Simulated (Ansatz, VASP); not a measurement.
## MgO2: VASP beside Ansatz

```
CELL_PARAMETERS angstrom
1.60476 0.92651 3.21446
-1.60476 0.92651 3.21446
0.00000 -1.85302 3.21446
ATOMIC_POSITIONS crystal
Mg 0.00000 0.00000 0.00000
O 0.42879 0.42879 0.42879
O 0.57121 0.57121 0.57121
```

Change from the starting cell: strain +0.000 along x and y, -0.080 along z, atoms carried along.

Alike in both runs: task single point; functional r2SCAN; k mesh 12 × 12 × 12; occupations gaussian, width 0.05 eV; no spin polarisation.

|  | VASP | Ansatz |
| --- | --- | --- |
| version | VASP 6.6.1 | Ansatz 0.2.0 |
| potentials or method | VASP PAW PBE potentials, release 64 (Mg, O), cutoff 520 eV | scalar-relativistic, plane waves, PAW |
| valence electrons in the cell | 14 | 22 |

```csv
,VASP,Ansatz,Ansatz less VASP
gap on the k mesh at the Fermi level (eV),3.85,3.87,+0.023
least direct gap on the mesh (eV),4.10,4.12,+0.023
pressure (GPa),14.0,14.0,+0.02
"traceless stress, the component that is largest in VASP (GPa)",35.39,32.95,-2.445
rms of the force components (eV/Å),1.671,1.474,-0.1972
```

VASP's potentials were made for PBE, not for r2SCAN. Atom by atom the forces differ by 0.197 eV/Å (rms over components). VASP's potentials hold 14 valence electrons a cell and Ansatz's 22, so a difference there can come from the potentials and not from the codes.
